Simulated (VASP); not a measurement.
Write the native input for VASP 6.6.1 that does the following.

```yaml
Task: single point
Functional: PBE
Potentials_or_basis: VASP PAW PBE potentials, release 64 (Co, W_sv)
Cutoff: 520 eV
k_mesh: 20 × 20 × 20
Occupations: gaussian, width 0.1 eV
Spin: no spin polarisation
Dipole_correction: no
Further_INCAR_settings: ALGO = Fast; EDIFF = 1e-06; NBANDS = 18
```

The structure of CoW lies in POSCAR:

```
CoW
1.0
    0.0000000000      2.4378546309      2.4378546309
    2.4378546309      0.0000000000      2.4378546309
    2.4378546309      2.4378546309      0.0000000000
Co W
1 1
Direct
    0.0000000000      0.0000000000      0.0000000000
    0.5000000000      0.5000000000      0.5000000000
```

The input as run:

INCAR

```
SYSTEM = CoW
  ALGO = Fast
  EDIFF = 1E-6
  ENCUT = 520
  GGA = PE
  ISIF = 2
  ISMEAR = 0
  LASPH = .True.
  LCHARG = .True.
  LELF = .True.
  LREAL = .False.
  LVHAR = .True.
  LWAVE = .False.
  NBANDS = 18
  NELM = 60
  PREC = Accurate
  SIGMA = 0.1
```

KPOINTS

```
k-points
0
Gamma
  20 20 20
  0 0 0
```

Potentials or basis: VASP PAW PBE potentials, release 64 (Co, W_sv).

Launch:

```bash
$ cat potpaw_PBE.64/Co/POTCAR potpaw_PBE.64/W_sv/POTCAR > POTCAR
$ mpirun -np 1 vasp_std > vasp.out
```

Results of the run:

```json
{
 "Pressure": "0.0 GPa"
}
```

Wall time 2.7 min on 1 thread of AMD EPYC 7R13 Processor (Zen 3), on a shared host, peak memory 0.24 GiB.
